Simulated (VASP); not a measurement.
SiC: single point with HSE06

SiC:

```xyz
2
Lattice="0.0000 2.1781 2.1127 2.1781 0.0000 2.1127 2.1781 2.1781 0.0000" Properties=species:S:1:pos:R:3 pbc="T T T"
Si    0.0000    0.0000    0.0000
C     1.0890    1.0890    1.0564
```

This cell differs from its parent crystal: uniaxial z strain -3.0%.

```json
{
  "Program": "VASP 6.6.1",
  "Task": "single point",
  "Functional": "HSE06",
  "Potentials or basis": "VASP PAW PBE potentials, release 64 (Si, C)",
  "Cutoff": "520 eV",
  "k mesh": "8 × 8 × 8",
  "Occupations": "gaussian, width 0.01 eV",
  "Spin": "no spin polarisation",
  "Dipole correction": "no",
  "Grid for exact exchange (PRECFOCK)": "Normal",
  "Further INCAR settings": "ALGO = Normal; EDIFF = 1e-07; NBANDS = 11",
  "Share of exact exchange": "0.25",
  "Screening parameter": "0.2079 1/Å"
}
```

```json
{"Pressure": "5.7 GPa", "Band gap on the k mesh": "1.88 eV (least direct gap 5.73 eV)"}
```

Stress tensor (GPa, compression positive):
```
 3.10  0.00  0.00
 0.00  3.10  0.00
 0.00  0.00 11.02
```

Levels at points of the mesh, in eV from the valence-band top:
| k point | band 1 | band 2 | band 3 | band 4 | band 5 | band 6 | band 7 | band 8 |
| --- | --- | --- | --- | --- | --- | --- | --- | --- |
| (0.00, 0.00, 0.00) | -17.39 | -0.21 | -0.21 | 0.00 | 7.79 | 8.64 | 8.72 | 8.72 |
| (0.50, 0.00, 0.00) | -13.41 | -9.67 | -1.50 | -1.11 | 6.72 | 8.23 | 8.84 | 11.62 |
| (0.50, 0.50, 0.00) | -11.64 | -8.50 | -3.94 | -3.94 | 1.88 | 4.99 | 16.09 | 16.09 |
| (0.50, 0.00, 0.50) | -11.90 | -8.92 | -3.60 | -3.56 | 2.18 | 5.55 | 15.71 | 16.75 |

Wall time 93 min on 1 thread of Oxide Virtual Turin-like Processor (shared host), peak memory 0.22 GiB.

Caveat: the cell differs from its parent crystal (uniaxial z strain -3.0%); the stress differs along the axes, from 3 to 11 GPa; the PAW data sets were made with another functional, which shifts forces and pressure a little. A k mesh can miss the band edges.
